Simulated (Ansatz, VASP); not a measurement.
HfO2: VASP beside Ansatz

The input INCAR:

```
SYSTEM = HfO2
PREC = Accurate
ENCUT = 520
EDIFF = 1E-6
ISMEAR = 0
SIGMA = 0.05
LREAL = .False.
LASPH = .True.
NELM = 100
ALGO = Normal
ISIF = 2
LWAVE = .False.
LCHARG = .False.
GGA = PE
NBANDS = 56
```

KPOINTS

```
regular mesh
0
Gamma
  6 6 3
  0 0 0
```

File POSCAR:

```
HfO2
1.0
   -2.5575000000     -2.5575000000      0.0000000000
    2.5575000000     -2.5575000000      0.0000000000
    0.0000000000      0.0000000000     10.4800000000
Hf O
4 8
Direct
    0.0000000000      0.0000000000      0.9151359733
    0.5000000000      0.5000000000      0.1830271947
    0.0000000000      0.0000000000      0.4270634542
    0.5000000000      0.5000000000      0.6710997137
    0.5000000000      0.0000000000      0.0610090649
    0.0000000000      0.5000000000      0.3050453244
    0.5000000000      0.0000000000      0.5490815840
    0.0000000000      0.5000000000      0.7931178435
    0.5000000000      0.0000000000      0.3050453244
    0.0000000000      0.5000000000      0.5490815840
    0.5000000000      0.0000000000      0.7931178435
    0.0000000000      0.5000000000      0.0610090649
```

Input for Ansatz:

```yaml
crystal:
  lattice:
    - [-2.5575, -2.5575, 0.0]
    - [2.5575, -2.5575, 0.0]
    - [0.0, 0.0, 10.48]
  atoms:
    - { symbol: Hf, position: [0.0, 0.0, 0.9151359733] }
    - { symbol: Hf, position: [0.5, 0.5, 0.1830271947] }
    - { symbol: Hf, position: [0.0, 0.0, 0.4270634542] }
    - { symbol: Hf, position: [0.5, 0.5, 0.6710997137] }
    - { symbol: O, position: [0.5, 0.0, 0.0610090649] }
    - { symbol: O, position: [0.0, 0.5, 0.3050453244] }
    - { symbol: O, position: [0.5, 0.0, 0.549081584] }
    - { symbol: O, position: [0.0, 0.5, 0.7931178435] }
    - { symbol: O, position: [0.5, 0.0, 0.3050453244] }
    - { symbol: O, position: [0.0, 0.5, 0.549081584] }
    - { symbol: O, position: [0.5, 0.0, 0.7931178435] }
    - { symbol: O, position: [0.0, 0.5, 0.0610090649] }
basis:
  ecutwfc: 420
kpoints:
  mp_grid: { grid: [6, 6, 3] }
hamiltonian:
  xc: pbe
scf:
  occupations: { method: gaussian, width: 0.05 }
output:
  forces: true
  stress: true
  eigenvalues: true
```

Alike in both runs: task single point; functional PBE; k mesh 6 × 6 × 3; occupations gaussian, width 0.05 eV; no spin polarisation.

|  | VASP | Ansatz |
| --- | --- | --- |
| version | VASP 6.6.1 | Ansatz 0.2.0 |
| potentials or method | VASP PAW PBE potentials, release 64 (Hf_pv, O), cutoff 520 eV | scalar-relativistic, plane waves, PAW |
| valence electrons in the cell | 88 | 152 |

VASP gave:

| Item | Value |
| --- | --- |
| gap on the k mesh at the Fermi level (eV) | 2.39 |
| least direct gap on the mesh (eV) | 2.39 |
| pressure (GPa) | -10.1 |
| traceless stress, the component that is largest in VASP (GPa) | -7.18 |
| rms of the force components (eV/Å) | 0.746 |

Task: Estimate Ansatz's values.

Result: gap on the k mesh at the Fermi level (eV): 2.42; least direct gap on the mesh (eV): 2.42; pressure (GPa): -6.8; traceless stress, the component that is largest in VASP (GPa): -7.11; rms of the force components (eV/Å): 0.760.

Atom by atom the forces differ by 0.015 eV/Å (rms over components). VASP's potentials hold 88 valence electrons a cell and Ansatz's 152, so a difference there can come from the potentials and not from the codes.

Spin-orbit coupling is off throughout.
